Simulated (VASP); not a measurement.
# ZnSe (F-43m) in VASP: single point with r2SCAN

Aim: the single point of ZnSe with r2SCAN.

Everything below comes from runs of VASP 6.6.1. Logs are shortened: lines on timing, memory, paths and dates and some standing lists are left out, and cuts for length are marked.

## 1. The cell of the first run

The structure is cubic, space group F-43m (No. 216). Conventional cell: a = 5.665 Å, b = 5.665 Å, c = 5.665 Å, α = 90.00°, β = 90.00°, γ = 90.00°. Within 3.2 Å of Zn (site symmetry -43m) lie 4 Se at 2.45 Å. Se (site symmetry -43m) has 4 Zn at 2.45 Å within 3.2 Å.

## 2. Single point, r2SCAN

File POSCAR:

```
ZnSe
1.0
    0.0000000000      2.8324206848      2.8324206848
    2.8324206848      0.0000000000      2.8324206848
    2.8324206848      2.8324206848      0.0000000000
Zn Se
1 1
Direct
    0.0000000000      0.0000000000      0.0000000000
    0.2500000000      0.2500000000      0.2500000000
```

File INCAR.step1:

```
PREC = Accurate
ENCUT = 550
ISMEAR = 0
SIGMA = 0.01
LREAL = F
LASPH = T
NELM = 120
ISYM = -1
NBANDS = 16
GGA = PE
ALGO = Normal
EDIFF = 1E-5
LWAVE = T
LCHARG = F
GGA_COMPAT = F
```

File INCAR.step2:

```
PREC = Accurate
ENCUT = 550
EDIFF = 1E-6
ISMEAR = 0
SIGMA = 0.01
LREAL = F
LASPH = T
NELM = 120
ALGO = Normal
ISIF = 2
LWAVE = F
LCHARG = T
METAGGA = R2SCAN
LMIXTAU = T
LELF = T
LVHAR = T
ISYM = -1
NBANDS = 16
ISTART = 1
GGA_COMPAT = F
```

File KPOINTS:

```
explicit points
108
Reciprocal
  0.08333333   0.08333333   0.08333333 2
  0.08333333   0.08333333   0.25000000 2
  0.08333333   0.08333333   0.41666667 2
  0.08333333   0.08333333   0.58333333 2
  0.08333333   0.08333333   0.75000000 2
  0.08333333   0.08333333   0.91666667 2
  0.08333333   0.25000000   0.08333333 2
  0.08333333   0.25000000   0.25000000 2
  0.08333333   0.25000000   0.41666667 2
  0.08333333   0.25000000   0.58333333 2
  0.08333333   0.25000000   0.75000000 2
  0.08333333   0.25000000   0.91666667 2
  0.08333333   0.41666667   0.08333333 2
  0.08333333   0.41666667   0.25000000 2
  0.08333333   0.41666667   0.41666667 2
  0.08333333   0.41666667   0.58333333 2
  0.08333333   0.41666667   0.75000000 2
  0.08333333   0.41666667   0.91666667 2
  0.08333333   0.58333333   0.08333333 2
  0.08333333   0.58333333   0.25000000 2
  0.08333333   0.58333333   0.41666667 2
  0.08333333   0.58333333   0.58333333 2
  0.08333333   0.58333333   0.75000000 2
  0.08333333   0.58333333   0.91666667 2
  0.08333333   0.75000000   0.08333333 2
  0.08333333   0.75000000   0.25000000 2
  0.08333333   0.75000000   0.41666667 2
  0.08333333   0.75000000   0.58333333 2
  0.08333333   0.75000000   0.75000000 2
  0.08333333   0.75000000   0.91666667 2
  0.08333333   0.91666667   0.08333333 2
  0.08333333   0.91666667   0.25000000 2
  0.08333333   0.91666667   0.41666667 2
  0.08333333   0.91666667   0.58333333 2
  0.08333333   0.91666667   0.75000000 2
  0.08333333   0.91666667   0.91666667 2
  0.25000000   0.08333333   0.08333333 2
  0.25000000   0.08333333   0.25000000 2
  0.25000000   0.08333333   0.41666667 2
  0.25000000   0.08333333   0.58333333 2
  0.25000000   0.08333333   0.75000000 2
  0.25000000   0.08333333   0.91666667 2
  0.25000000   0.25000000   0.08333333 2
  0.25000000   0.25000000   0.25000000 2
  0.25000000   0.25000000   0.41666667 2
  0.25000000   0.25000000   0.58333333 2
  0.25000000   0.25000000   0.75000000 2
  0.25000000   0.25000000   0.91666667 2
  0.25000000   0.41666667   0.08333333 2
  0.25000000   0.41666667   0.25000000 2
  0.25000000   0.41666667   0.41666667 2
  0.25000000   0.41666667   0.58333333 2
  0.25000000   0.41666667   0.75000000 2
  0.25000000   0.41666667   0.91666667 2
  0.25000000   0.58333333   0.08333333 2
  0.25000000   0.58333333   0.25000000 2
  0.25000000   0.58333333   0.41666667 2
  0.25000000   0.58333333   0.58333333 2
  0.25000000   0.58333333   0.75000000 2
  0.25000000   0.58333333   0.91666667 2
  0.25000000   0.75000000   0.08333333 2
  0.25000000   0.75000000   0.25000000 2
  0.25000000   0.75000000   0.41666667 2
  0.25000000   0.75000000   0.58333333 2
  0.25000000   0.75000000   0.75000000 2
  0.25000000   0.75000000   0.91666667 2
  0.25000000   0.91666667   0.08333333 2
  0.25000000   0.91666667   0.25000000 2
  0.25000000   0.91666667   0.41666667 2
  0.25000000   0.91666667   0.58333333 2
  0.25000000   0.91666667   0.75000000 2
  0.25000000   0.91666667   0.91666667 2
  0.41666667   0.08333333   0.08333333 2
  0.41666667   0.08333333   0.25000000 2
  0.41666667   0.08333333   0.41666667 2
  0.41666667   0.08333333   0.58333333 2
  0.41666667   0.08333333   0.75000000 2
  0.41666667   0.08333333   0.91666667 2
  0.41666667   0.25000000   0.08333333 2
  0.41666667   0.25000000   0.25000000 2
  0.41666667   0.25000000   0.41666667 2
  0.41666667   0.25000000   0.58333333 2
  0.41666667   0.25000000   0.75000000 2
  0.41666667   0.25000000   0.91666667 2
  0.41666667   0.41666667   0.08333333 2
  0.41666667   0.41666667   0.25000000 2
  0.41666667   0.41666667   0.41666667 2
  0.41666667   0.41666667   0.58333333 2
  0.41666667   0.41666667   0.75000000 2
  0.41666667   0.41666667   0.91666667 2
  0.41666667   0.58333333   0.08333333 2
  0.41666667   0.58333333   0.25000000 2
  0.41666667   0.58333333   0.41666667 2
  0.41666667   0.58333333   0.58333333 2
  0.41666667   0.58333333   0.75000000 2
  0.41666667   0.58333333   0.91666667 2
  0.41666667   0.75000000   0.08333333 2
  0.41666667   0.75000000   0.25000000 2
  0.41666667   0.75000000   0.41666667 2
  0.41666667   0.75000000   0.58333333 2
  0.41666667   0.75000000   0.75000000 2
  0.41666667   0.75000000   0.91666667 2
  0.41666667   0.91666667   0.08333333 2
  0.41666667   0.91666667   0.25000000 2
  0.41666667   0.91666667   0.41666667 2
  0.41666667   0.91666667   0.58333333 2
  0.41666667   0.91666667   0.75000000 2
  0.41666667   0.91666667   0.91666667 2
```

Potentials or basis: VASP PAW PBE potentials, release 64 (Zn, Se).

Run with:

```
> cat potpaw_PBE.64/Zn/POTCAR potpaw_PBE.64/Se/POTCAR > POTCAR
> cp INCAR.step1 INCAR
> mpirun -np 1 vasp_std > vasp.out
> cp INCAR.step2 INCAR
> mpirun -np 1 vasp_std > vasp.out
```

OUTCAR:

```text
PREC = Accurate
   ENCUT = 550
   EDIFF = 1E-6
   ISMEAR = 0
   LREAL = F
   LASPH = T
   NELM = 120
   ISIF = 2
   METAGGA = R2SCAN
   ISYM = -1
   ISTART = 1

 ion  position               nearest neighbor table
   1  0.000  0.000  0.000-   2 2.45   2 2.45   2 2.45   2 2.45
   2  0.250  0.250  0.250-   1 2.45   1 2.45   1 2.45   1 2.45

IMPORTANT INFORMATION: All symmetrisations will be switched off!
NOSYMM: (Re-)initialisation of all symmetry stuff for point group C_1.

----------------------------------------------------------------------------------------

                                     Primitive cell

  volume of cell :      45.4468

  direct lattice vectors                    reciprocal lattice vectors
     0.000000000  2.832420685  2.832420685    -0.176527450  0.176527450  0.176527450
     2.832420685  0.000000000  2.832420685     0.176527450 -0.176527450  0.176527450
     2.832420685  2.832420685  0.000000000     0.176527450  0.176527450 -0.176527450

  length of vectors
     4.005647747  4.005647747  4.005647747     0.305754512  0.305754512  0.305754512

  position of ions in fractional coordinates (direct lattice)
     0.000000000  0.000000000  0.000000000
     0.250000000  0.250000000  0.250000000

  ion indices of the primitive-cell ions
   primitive index   ion index
                 1           1
                 2           2

----------------------------------------------------------------------------------------

 KPOINTS: explicit points

Read explicit list of k-points.

 Found    108 k-points:

 Following reciprocal coordinates:
            Coordinates               Weight
  0.083333  0.083333  0.083333      0.009259
  0.083333  0.083333  0.250000      0.009259
  0.083333  0.083333  0.416667      0.009259
  0.083333  0.083333  0.583333      0.009259
  0.083333  0.083333  0.750000      0.009259
  0.083333  0.083333  0.916667      0.009259
[... 16 lines left out ...]
  0.083333  0.583333  0.750000      0.009259
  0.083333  0.583333  0.916667      0.009259
 [... further k-points ...]
   k-points           NKPTS =    108   k-points in BZ     NKDIM =    108   number of bands    NBANDS=     16
   number of dos      NEDOS =    301   number of ions     NIONS =      2
   total plane-waves  NPLWV =  32768
   dimension x,y,z NGX =    32 NGY =   32 NGZ =   32
   dimension x,y,z NGXF=    64 NGYF=   64 NGZF=   64
   ions per type =               1   1
   NGX,Y,Z   is equivalent  to a cutoff of  13.28, 13.28, 13.28 a.u.
   NGXF,Y,Z  is equivalent  to a cutoff of  26.56, 26.56, 26.56 a.u.
 SYSTEM =  unknown system
   PREC   = accura    normal or accurate (medium, high low for compatibility)
   ISTART =      1    job   : 0-new  1-cont  2-samecut
   ICHARG =      0    charge: 1-file 2-atom 10-const
   ISPIN  =      1    spin polarized calculation?
   LNONCOLLINEAR =      F non collinear calculations
   LSORBIT =      F    spin-orbit coupling
   LASPH  =      T    aspherical Exc in radial PAW
   ENCUT  =  550.0 eV  40.42 Ry    6.36 a.u.   7.66  7.66  7.66*2*pi/ulx,y,z
   NELM   =    120;   NELMIN=  2; NELMDL=  0     # of ELM steps
   EDIFF  = 0.1E-05   stopping-criterion for ELM
   LREAL  =      F    real-space projection
   EDIFFG = 0.1E-04   stopping-criterion for IOM
   NSW    =      0    number of steps for IOM
   IBRION =     -1    ionic relax: 0-MD 1-quasi-New 2-CG
   NFREE  =      0    steps in history (QN), initial steepest desc. (CG)
   ISIF   =      2    stress and relaxation
   ISYM   =     -1    0-nonsym 1-usesym 2-fastsym
   POTIM  = 0.5000    time-step for ionic-motion
   TEBEG  =    0.0;   TEEND  =   0.0 temperature during run
   PSTRESS=    0.0 pullay stress
   NELECT =      18.0000    total number of electrons
   NUPDOWN=      -1.0000    fix difference up-down
   EMIN   =  10.00;   EMAX   =-10.00  energy-range for DOS
   EFERMI =   0.00;   METHOD = LEGACY
   ISMEAR =     0;   SIGMA  =   0.01  broadening in eV -4-tet -1-fermi 0-gaus
   EFERMI_NEDOS =   21; number of points for ismear=-14 and -15
   IALGO  =     38    algorithm
   IMIX   =      4    mixing-type and parameters
     AMIX     =   0.40;   BMIX     =  1.00
     AMIX_MAG =   1.60;   BMIX_MAG =  1.00
  volume/ion in A,a.u.               =      22.72       153.35
  Fermi-wavevector in a.u.,A,eV,Ry     =   1.202259  2.271939 19.666213  1.445426
  Thomas-Fermi vector in A             =   2.338045
   LORBIT       =      0    0 simple, 1 ext, 2 COOP (PROOUT), +10 PAW based schemes
   METAGGA = R2SCAN    functional components
   LHFCALC =     F    Hartree Fock is set to
   AEXX    =    0.0000 exact exchange contribution
   IVDW    =     0    specifies the selected vdW correction
   LEPSILON=     F    determine dielectric tensor
   LRPA    =     F    only Hartree local field effects (RPA)
 non-spin polarized calculation
 Gauss-broadening in eV      SIGMA  =   0.01
  energy-cutoff  :      550.00
  volume of cell :       45.45
 maximum number of plane-waves:      1341
 NGX is ok and might be reduce to    32
   NGX = 15   NGY = 15   NGZ = 15

 number of electron      17.9999990 magnetization

 Free energy of the ion-electron system (eV)
  ---------------------------------------------------
  ext. energy  EPLUGINS =         0.00000000
  ---------------------------------------------------
  free energy    TOTEN  =       -24.90971674 eV

  energy without entropy =      -24.90971674  energy(sigma->0) =      -24.90971674

 E-fermi :   1.2958     XC(G=0):  -9.9273

 val. band max:        1.2387183115   @ k =   0.0833   0.0833   0.0833
 cond. band min:       3.7296111217   @ k =   0.0833   0.0833   0.0833
 fundamental gap:      2.4908928102
 Fermi energy:         1.2958472580

 k-point     1 :       0.0833    0.0833    0.0833
  band No.  band energies     occupation
      1     -12.3658      2.00000
      2      -5.3856      2.00000
      3      -5.3808      2.00000
      4      -5.3808      2.00000
      5      -4.9801      2.00000
      6      -4.9801      2.00000
[... 8 lines left out ...]
     15      12.8590      0.00000
     16      12.8590      0.00000

 k-point     2 :       0.0833    0.0833    0.2500
  band No.  band energies     occupation
      1     -12.1354      2.00000
      2      -5.3576      2.00000
      3      -5.3497      2.00000
      4      -5.3349      2.00000
      5      -4.9891      2.00000
      6      -4.9728      2.00000
[... 8 lines left out ...]
     15      12.5333      0.00000
     16      13.7098      0.00000

 k-point     3 :       0.0833    0.0833    0.4167
  band No.  band energies     occupation
      1     -11.7354      2.00000
      2      -5.3002      2.00000
      3      -5.2985      2.00000
      4      -5.1393      2.00000
      5      -4.9800      2.00000
      6      -4.9574      2.00000
[... 8 lines left out ...]
     15      12.8077      0.00000
     16      14.4627      0.00000

 k-point     4 :       0.0833    0.0833    0.5833
  band No.  band energies     occupation
      1     -11.5790      2.00000
      2      -5.2918      2.00000
      3      -5.2818      2.00000
      4      -4.9824      2.00000
      5      -4.9608      2.00000
      6      -4.8364      2.00000
[... 8 lines left out ...]
     15      14.5390      0.00000
     16      15.1333      0.00000
[... 324 lines left out ...]
 k-point    22 :       0.0833    0.5833    0.5833
  band No.  band energies     occupation
      1     -11.3382      2.00000
      2      -5.3216      2.00000
      3      -5.1318      2.00000
      4      -5.1232      2.00000
      5      -4.9335      2.00000
      6      -4.8091      2.00000
[... 8 lines left out ...]
     15      15.7407      0.00000
     16      16.3801      0.00000

 k-point    23 :       0.0833    0.5833    0.7500
  band No.  band energies     occupation
      1     -11.4711      2.00000
      2      -5.2992      2.00000
      3      -5.1973      2.00000
      4      -5.1293      2.00000
      5      -4.9484      2.00000
      6      -4.8844      2.00000
[... 8 lines left out ...]
     15      15.6738      0.00000
     16      16.1847      0.00000

 k-point    24 :       0.0833    0.5833    0.9167
  band No.  band energies     occupation
      1     -11.5872      2.00000
      2      -5.2890      2.00000
      3      -5.2688      2.00000
      4      -5.0411      2.00000
      5      -4.9654      2.00000
      6      -4.9077      2.00000
[... 8 lines left out ...]
     15      14.0200      0.00000
     16      15.2374      0.00000

 [... further k-points ...]

------------------------ aborting loop because EDIFF is reached ----------------------------------------

  FORCE on cell =-STRESS in cart. coord.  units (eV):
  Direction    XX          YY          ZZ          XY          YZ          ZX
  --------------------------------------------------------------------------------------
  -------------------------------------------------------------------------------------
  Total        0.0276280      0.0276292      0.0276226     -0.0084315     -0.0084332     -0.0084322
  in kB        0.9739938      0.9740361      0.9738057     -0.2972450     -0.2973029     -0.2972683
  external PRESSURE =       0.9739452 kB  Pullay stress =       0.0000000 kB

 VOLUME and BASIS-vectors are now :
 -----------------------------------------------------------------------------
  energy-cutoff  :      550.00
  volume of cell :       45.45
      direct lattice vectors                 reciprocal lattice vectors
     0.000000000  2.832420685  2.832420685    -0.176527450  0.176527450  0.176527450
     2.832420685  0.000000000  2.832420685     0.176527450 -0.176527450  0.176527450
     2.832420685  2.832420685  0.000000000     0.176527450  0.176527450 -0.176527450

 POSITION                                       TOTAL-FORCE (eV/Angst)
 -----------------------------------------------------------------------------------
      0.00000      0.00000      0.00000         0.001260      0.001264      0.001263
      1.41621      1.41621      1.41621        -0.001260     -0.001264     -0.001263
 -----------------------------------------------------------------------------------
    total drift:                                0.000002     -0.000002      0.000001

  FREE ENERGIE OF THE ION-ELECTRON SYSTEM (eV)
  ---------------------------------------------------
  free  energy   TOTEN  =       -24.9097167441 eV

  energy  without entropy=      -24.9097167441  energy(sigma->0) =      -24.90971674
```

It took 3.3 min on 1 thread of Intel Xeon Platinum 8259CL at 2.50GHz (Skylake/Cascade Lake), shared host; peak memory 0.24 GiB.

Results:

```
Free energy            : -24.9097 eV
Pressure               : 0.1 GPa
Band gap on the k mesh : 2.49 eV
```

Levels at points of the mesh, in eV from the valence-band top:
```csv
k point,band 7,band 8,band 9,band 10,band 11,band 12
"(0.08, 0.08, 0.08)",-0.61,0.00,0.00,2.49,6.31,6.51
```

Caveat: the PAW data sets were made with another functional, which shifts forces and pressure a little; a shifted mesh leaves out Γ, where band edges can lie. A k mesh can miss the band edges.
